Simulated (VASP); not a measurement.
Write the native input for VASP 6.6.1 that does the following.

| Quantity | Value |
| --- | --- |
| Task | single point |
| Functional | PBE |
| Potentials or basis | VASP PAW PBE potentials, release 64 (Cu) |
| Cutoff | 520 eV |
| k mesh | 1 × 1 × 21 |
| Occupations | gaussian, width 0.05 eV |
| Spin | no spin polarisation |
| Dipole correction | no |
| Further INCAR settings | ALGO = Normal; EDIFF = 1e-06; NBANDS = 42 |

The structure of Cu lies in POSCAR:

```
Cu
1.0
   12.8000000000      0.0000000000      0.0000000000
    0.0000000000     12.9000000000      0.0000000000
    0.0000000000      0.0000000000      2.5666196361
Cu
6
Direct
    0.6503878693      0.5000000000      0.0000000000
    0.5501292898      0.6406879186      0.5000000000
    0.5501292898      0.3593120814      0.5000000000
    0.3496121307      0.6406879186      0.5000000000
    0.3496121307      0.3593120814      0.5000000000
    0.4498707102      0.5000000000      1.0000000000
```

One way to write it, as run:

INCAR

```
SYSTEM = Cu
PREC = Accurate
ENCUT = 520
EDIFF = 1E-6
ISMEAR = 0
SIGMA = 0.05
LREAL = .FALSE.
LASPH = .TRUE.
NELM = 100
ALGO = Normal
ISIF = 2
LWAVE = .FALSE.
LCHARG = .TRUE.
GGA = PE
LELF = .TRUE.
LVHAR = .TRUE.
NBANDS = 42
```

KPOINTS

```
Automatic mesh
0
G
  1 1 21
  0 0 0
```

Potentials or basis: VASP PAW PBE potentials, release 64 (Cu).

The run is started by

```console
$ cat potpaw_PBE.64/Cu/POTCAR > POTCAR
$ mpirun -np 1 vasp_std > vasp.out
```

It gave:

The largest force is 0.604 eV/Å. The band gap on the k mesh is zero (bands 33 and 34 overlap by 1.91 eV).

Run time: 11 min on 1 thread of Intel Xeon 8259CL, on a shared host, peak memory 0.52 GiB.
